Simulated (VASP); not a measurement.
BiPt:

```xyz
4
Lattice="4.3150 0.0000 0.0000 -2.1575 3.7369 0.0000 0.0000 0.0000 5.4900" Properties=species:S:1:pos:R:3 pbc="T T T"
Bi    0.0000    2.4913    1.3725
Bi    2.1575    1.2456    4.1175
Pt    0.0000    0.0000    0.0000
Pt    0.0000    0.0000    2.7450
```

* Program: VASP 6.6.1
* Task: relaxation of cell and atoms
* Functional: r2SCAN
* Potentials or basis: VASP PAW PBE potentials, release 64 (Bi_d, Pt)
* Cutoff: 550 eV
* k mesh: 12 × 12 × 8
* Occupations: gaussian, width 0.1 eV
* Spin: no spin polarisation

At the start: pressure 5.4 GPa; volume 22.13 Å³/atom.

Task: How do energy, volume and symmetry change on relaxing?

Result: Over 6 steps the energy falls by 14.8 meV/atom and the volume is 23.05 Å³/atom (+4.1 %); space group P6_3/mmc (No. 194, to 0.05 Å).

Step by step:
| step | energy change (eV) | largest force (eV/Å) | pressure (GPa) | volume (Å³) |
| --- | --- | --- | --- | --- |
| 1 | 0.0000 | 0.0000 | 5.37 | 88.52 |
| 2 | 0.0791 | 0.0000 | -6.63 | 98.38 |
| 3 | -0.0584 | 0.0000 | -0.09 | 92.23 |
| 4 | -0.0584 | 0.0000 | 0.01 | 92.15 |
| 5 | -0.0590 | 0.0000 | 0.02 | 92.18 |
| 6 | -0.0591 | 0.0000 | 0.02 | 92.19 |

Final structure:
```xyz
4
Lattice="4.3827 0.0000 0.0000 -2.1914 3.7955 0.0000 0.0000 0.0000 5.5417" Properties=species:S:1:pos:R:3 pbc="T T T"
Bi    0.0000    2.5304    1.3854
Bi    2.1914    1.2652    4.1563
Pt    0.0000    0.0000    0.0000
Pt    0.0000    0.0000    2.7709
```

Caveat: the PAW data sets were made with another functional, which shifts forces and pressure a little.
